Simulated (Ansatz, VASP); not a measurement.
One calculation of Re, two programs

The input POSCAR:

```
Re
1.0
    0.0000000000      2.0145000000      1.9750000000
    1.9750000000      0.0000000000      1.9750000000
    1.9750000000      2.0145000000      0.0000000000
Re
1
Direct
    0.0000000000      0.0000000000      0.0000000000
```

The input INCAR.step1:

```
  ALGO = Normal
  EDIFF = 1E-4
  ENCUT = 520
  GGA = PE
  ISMEAR = 0
  LASPH = True
  LCHARG = False
  LREAL = False
  LWAVE = True
  NBANDS = 10
  NELM = 100
  PREC = Accurate
  SIGMA = 0.15
```

INCAR.step2

```
  ALGO = Normal
  EDIFF = 1E-6
  ENCUT = 520
  ISIF = 2
  ISMEAR = 0
  ISTART = 1
  LASPH = True
  LCHARG = False
  LMIXTAU = True
  LREAL = False
  LWAVE = False
  METAGGA = R2SCAN
  NBANDS = 10
  NELM = 100
  PREC = Accurate
  SIGMA = 0.15
```

The input KPOINTS:

```
k-points
0
Gamma
  20 20 20
```

Input for Ansatz:

```yaml
crystal:
  lattice:
    - [0.0, 2.0145, 1.975]
    - [1.975, 0.0, 1.975]
    - [1.975, 2.0145, 0.0]
  atoms:
    - { symbol: Re, position: [0.0, 0.0, 0.0] }
basis:
  ecutwfc: 500
kpoints:
  mp_grid: { grid: [20, 20, 20] }
hamiltonian:
  xc: r2scan
scf:
  occupations: { method: gaussian, width: 0.15 }
output:
  forces: true
  stress: true
  eigenvalues: true
```

Change from the starting cell: strain +0.0200 x Voigt [0, 1, 0, 0, 0, 0], atoms carried along.

Alike in both runs: task single point; functional r2SCAN; k mesh 20 × 20 × 20; occupations gaussian, width 0.15 eV; no spin polarisation.

```csv
,VASP,Ansatz
version,VASP 6.6.1,Ansatz 0.2.0
potentials or method,"VASP PAW PBE potentials, release 64 (Re), cutoff 520 eV","scalar-relativistic, plane waves, PAW"
valence electrons in the cell,7,15
```

|  | VASP | Ansatz | Ansatz less VASP |
| --- | --- | --- | --- |
| gap on the k mesh at the Fermi level (eV) | none | none | - |
| pressure (GPa) | -21.7 | -21.3 | +0.39 |
| traceless stress, the component that is largest in VASP (GPa) | -3.39 | -3.42 | -0.029 |

VASP's potentials were made for PBE, not for r2SCAN. A gap of «none» marks a metal or a gap that the smearing closes. VASP's potentials hold 7 valence electrons a cell and Ansatz's 15, so a difference there can come from the potentials and not from the codes.

Neither program's run includes spin-orbit coupling.
